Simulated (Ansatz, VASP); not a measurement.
MgSn2O3: VASP beside Ansatz

```
Mg Sn O
1.0
     6.19752    0.00000    0.00000
    -3.09876    5.36721    0.00000
     0.00000    0.00000    3.93890
Mg Sn O
1 2 3
Cartesian
  0.0000 0.0000 1.9694
  0.0000 3.5781 1.9694
  3.0988 1.7891 1.9694
  0.0000 3.5781 0.0000
  3.0988 1.7891 0.0000
  0.0000 0.0000 0.0000
```

Alike in both runs: functional PBE; k mesh 6 × 6 × 4; occupations gaussian, width 0.1 eV; no spin polarisation.

Ansatz relaxed the structure, and its values are those at the end. VASP's run is a single point on that final structure, the one shown.

```csv
,VASP,Ansatz
version,VASP 6.6.1,Ansatz 0.2.0
potentials or method,"VASP PAW PBE potentials, release 64 (Mg, Sn_d, O), cutoff 520 eV","scalar-relativistic, plane waves, PAW"
valence electrons in the cell,48,56
```

```tsv
	VASP	Ansatz	Ansatz less VASP
gap on the k mesh at the Fermi level (eV)	none	none	-
pressure (GPa)	0.1	0.1	-0.06
```

A gap of «none» marks a metal or a gap that the smearing closes. VASP's potentials hold 48 valence electrons a cell and Ansatz's 56, so a difference there can come from the potentials and not from the codes.

The k mesh is coarse, so the values compare programs but aren't converged.
